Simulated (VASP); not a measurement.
Write the native input for VASP 6.6.1 that does the following.

| Property | Result |
| --- | --- |
| Task | single point |
| Functional | PBE |
| Potentials or basis | VASP PAW PBE potentials, release 64 (Zn, O, Hg) |
| Cutoff | 520 eV |
| k mesh | 6 × 6 × 4 |
| Occupations | fermi-dirac, width 0.02 eV |
| Spin | no spin polarisation |
| Dipole correction | no |
| Further INCAR settings | ALGO = Normal; EDIFF = 1e-06; NBANDS = 26 |

The structure of ZnHgO2 lies in POSCAR:

```
ZnHgO2
1.0
    3.3263897665      0.0000000000      0.0000000000
    0.0000000000      3.3263897665      0.0000000000
    0.0000000000      0.0000000000      5.1930705942
Zn O Hg
1 2 1
Direct
    0.0000000000      0.0000000000      0.0000000000
    0.0000000000      0.5000000000      0.2034319220
    0.5000000000      0.0000000000      0.7965680780
    0.5000000000      0.5000000000      0.5000000000
```

The input as run:

INCAR

```
SYSTEM = ZnHgO2
PREC = Accurate ; ENCUT = 520
EDIFF = 1E-6 ; ISMEAR = -1
SIGMA = 0.02 ; LREAL = .False.
LASPH = .True. ; NELM = 100
ALGO = Normal ; ISIF = 2
LWAVE = .False. ; LCHARG = .False.
GGA = PE ; NBANDS = 26
```

KPOINTS

```
regular mesh
0
Gamma
  6 6 4
  0 0 0
```

Potentials or basis: VASP PAW PBE potentials, release 64 (Zn, O, Hg).

Run with:

```console
$ cat potpaw_PBE.64/Zn/POTCAR potpaw_PBE.64/O/POTCAR potpaw_PBE.64/Hg/POTCAR > POTCAR
$ mpirun -np 1 vasp_std > vasp.out
```

It gave:

```
Pressure               : 6.0 GPa
Largest force          : 0.012 eV/Å
Band gap on the k mesh : zero (filled and empty bands touch)
```

Caveat: spin-orbit coupling is left out, which moves the levels of the heavy elements.

Wall time 28 s on 1 thread of Intel Xeon 6975P-C (shared host), peak memory 0.2 GiB.
